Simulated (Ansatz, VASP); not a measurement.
# CsSnI3 in VASP and in Ansatz

```xyz
5
Lattice="5.9918 0.0000 0.0000 0.0000 5.9918 0.0000 0.0000 0.0000 6.3096" Properties=species:S:1:pos:R:3 pbc="T T T"
Cs    0.0000    0.0000    0.0000
Sn    2.9959    2.9959    3.1548
I     2.9959    2.9959    0.0000
I     2.9959    0.0000    3.1548
I     0.0000    2.9959    3.1548
```

Change from the starting cell: epitaxial_xy strain -4.0%.

Alike in both runs: task single point; functional PBE; k mesh 4 × 4 × 4; occupations fermi-dirac, width 0.02 eV; no spin polarisation.

|  | VASP | Ansatz |
| --- | --- | --- |
| version | VASP 6.6.1 | Ansatz 0.2.0 |
| potentials or method | VASP PAW PBE potentials, release 64 (Cs_sv, Sn_d, I) | plane waves, PAW |
| plane-wave cutoff (eV) | 520 | 420 |
| valence electrons in the cell | 44 | 74 |

```csv
,VASP,Ansatz,Ansatz less VASP
pressure (GPa),2.0,2.0,0.00
"traceless stress, the component that is largest in VASP (GPa)",-1.42,-1.42,0.000
```

The functional is the same, so the differences come from potentials, cutoffs and numerics. VASP's potentials hold 44 valence electrons a cell and Ansatz's 74, so a difference there can come from the potentials and not from the codes.

Neither program's run includes spin-orbit coupling.
